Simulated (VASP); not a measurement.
Write the native input for VASP 6.6.1 that does the following.

```yaml
Task: relaxation of cell and atoms
Functional: PBE
Potentials_or_basis: VASP PAW PBE potentials, release 64 (Na_pv, Sm_3, P), 4f in core
Cutoff: 500 eV
k_mesh: 12 × 12 × 8
Occupations: gaussian, width 0.1 eV
Spin: no spin polarisation
Dipole_correction: no
Further_INCAR_settings: ALGO = Normal; EDIFF = 1e-07; IBRION = 2; EDIFFG = -0.01; NSW = 100; ISIF = 3
```

The structure of Na3SmP2 lies in POSCAR:

```
Na3SmP2
1.0
    5.6806763824      0.0000000000      0.0000000000
   -2.8403381912      4.9196100578      0.0000000000
    0.0000000000      0.0000000000      4.7868704661
Na Sm P
3 1 2
Direct
    0.5000000000      0.0000000000      0.5000000000
    0.5000000000      0.5000000000      0.5000000000
    0.0000000000      0.5000000000      0.5000000000
    0.0000000000      0.0000000000      0.0000000000
    0.3333333333      0.6666666667      0.0000000000
    0.6666666667      0.3333333333      0.0000000000
```

The cell was generated, and may not be a known phase.

The input as run:

INCAR

```
SYSTEM = Na3SmP2
ALGO = Normal
EDIFF = 1E-7
EDIFFG = -0.01
ENCUT = 500
GGA = PE
GGA_COMPAT = .False.
IBRION = 2
ISIF = 3
ISMEAR = 0
LASPH = .True.
LCHARG = .False.
LMAXMIX = 6
LREAL = .False.
LWAVE = .False.
NELM = 200
NELMIN = 4
NSW = 100
PREC = Accurate
SIGMA = 0.1
```

KPOINTS

```
k-points
0
Gamma
  12 12 8
  0 0 0
```

Potentials or basis: VASP PAW PBE potentials, release 64 (Na_pv, Sm_3, P), 4f in core.

Launch:

```sh
$ cat potpaw_PBE.64/Na_pv/POTCAR potpaw_PBE.64/Sm_3/POTCAR potpaw_PBE.64/P/POTCAR > POTCAR
$ mpirun -np 1 vasp_std > vasp.out
```

It gave:

* Relaxed volume: 22.33 Å³/atom
* Relaxed cell: a = 5.682 Å, b = 5.682 Å, c = 4.792 Å, α = 90.00°, β = 90.00°, γ = 120.00°
* Space group after relaxing (to 0.1 Å): P6/mmm (No. 191)
* Energy gained by relaxing: 0.0 meV/atom
* Ionic steps: 2
* Pressure after relaxing: 0.0 GPa
* Band gap on the k mesh: zero (bands 21 and 22 overlap by 0.56 eV)

Caveat: spin-orbit coupling is left out, which moves the levels of the heavy elements; the 4f electrons are frozen in the core, so they carry no moment and show no levels.

It took 8.5 min on 1 thread of Intel(R) Xeon(R) Platinum 8488C (Sapphire Rapids), with other jobs on the host, peak memory 0.44 GiB.
